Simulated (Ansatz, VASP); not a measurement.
## One calculation of SiBiS, two programs

```xyz
6
Lattice="5.1369 0.0000 0.0000 -2.5684 4.4487 0.0000 0.0000 0.0000 5.5934" Properties=species:S:1:pos:R:3 pbc="T T T"
Si    0.0000    2.9658    4.1951
Si    2.5684    1.4829    1.3984
Bi    0.0000    2.9658    1.3984
Bi    2.5684    1.4829    4.1951
S     0.0000    0.0000    0.0000
S     0.0000    0.0000    2.7967
```

Alike in both runs: functional PBE; k mesh 3 × 3 × 4; occupations gaussian, width 0.1 eV; no spin polarisation.

Ansatz relaxed the structure, and its values are those at the end. VASP's run is a single point on that final structure, the one shown.

```csv
,VASP,Ansatz
version,VASP 6.6.1,Ansatz 0.2.0
potentials or method,"VASP PAW PBE potentials, release 64 (Si, Bi_d, S), cutoff 520 eV","scalar-relativistic, plane waves, PAW"
valence electrons in the cell,50,50
```

|  | VASP | Ansatz | Ansatz less VASP |
| --- | --- | --- | --- |
| gap on the k mesh at the Fermi level (eV) | none | none | - |
| pressure (GPa) | 0.2 | 0.2 | +0.07 |

A gap of «none» marks a metal or a gap that the smearing closes.

The k mesh is coarse, so the values compare programs but aren't converged. Spin-orbit coupling is off throughout.
